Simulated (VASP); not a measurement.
LiH, 2 atoms in the cell. The structure is cubic, space group Fm-3m (No. 225). Conventional cell: a = 4.159 Å, b = 4.159 Å, c = 4.159 Å, α = 90.00°, β = 90.00°, γ = 90.00°. Li (site symmetry m-3m) has 6 H at 2.08 Å within 2.8 Å. H (site symmetry m-3m) has 6 Li at 2.08 Å within 2.8 Å. 

| Item | Value |
| --- | --- |
| Program | VASP 6.6.1 |
| Task | single point |
| Functional | PBE |
| Potentials or basis | VASP PAW PBE potentials, release 64 (Li_sv, H) |
| Cutoff | 520 eV |
| k mesh | 6 × 6 × 6 |
| Occupations | fermi-dirac, width 0.272114 eV |
| Spin | no spin polarisation |
| Dipole correction | no |
| Further INCAR settings | ALGO = Normal; EDIFF = 1e-07; NBANDS = 9; ISYM = 0 |

Potentials or basis: VASP PAW PBE potentials, release 64 (Li_sv, H).

Run with:

```console
$ cat potpaw_PBE.64/Li_sv/POTCAR potpaw_PBE.64/H/POTCAR > POTCAR
$ mpirun -np 1 vasp_std > vasp.out
```

Hardware: 1 thread of AMD EPYC 9R45 96-Core Processor (Zen 5), with other jobs on the host.

Problem. Estimate the wall time of this run.

Solution. Run time: 10 s on 1 thread of AMD EPYC 9R45 96-Core Processor (Zen 5) (shared host), peak memory 0.11 GiB. Counts: scf iterations 11, k points 112.
